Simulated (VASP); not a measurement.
Here is a VASP 6.6.1 calculation.

INCAR

```
  PREC = Accurate
  ENCUT = 520
  EDIFF = 1E-6
  ISMEAR = 1
  SIGMA = 0.1
  LREAL = False
  LASPH = True
  NELM = 60
  ALGO = Normal
  ISIF = 2
  LWAVE = False
  LCHARG = True
  GGA = CA
  LELF = True
  LVHAR = True
  NBANDS = 34
```

Contents of KPOINTS:

```
Automatic mesh
0
Gamma
  8 8 7
```

POSCAR

```
Ga
1.0
    2.2178908173     -3.7419137528      0.0000000000
    2.2178908173      3.7419137528      0.0000000000
    0.0000000000      0.0000000000      4.4249628129
Ga
4
Direct
    0.8443628362      0.1556371638      0.0859373133
    0.6556371638      0.3443628362      0.5859373133
    0.1556371638      0.8443628362      0.9140626867
    0.3443628362      0.6556371638      0.4140626867
```

Potentials or basis: VASP PAW LDA potentials, release 64 (Ga_d).

Run with:

```console
$ cat potpaw_LDA.64/Ga_d/POTCAR > POTCAR
$ mpirun -np 1 vasp_std > vasp.out
```

Task: What does it give for the largest force?

Result: 0.016 eV/Å.

Task: What does it give for the band gap on the k mesh?

Result: Zero (band 26 reaches 5.63 eV, above the bottom of band 27 at 4.58 eV).

Task: What does it give for the pressure?

Result: 0.1 GPa.

Stress tensor (GPa, compression positive):
```
-0.11  0.00  0.00
 0.00  0.20  0.00
 0.00  0.00  0.21
```
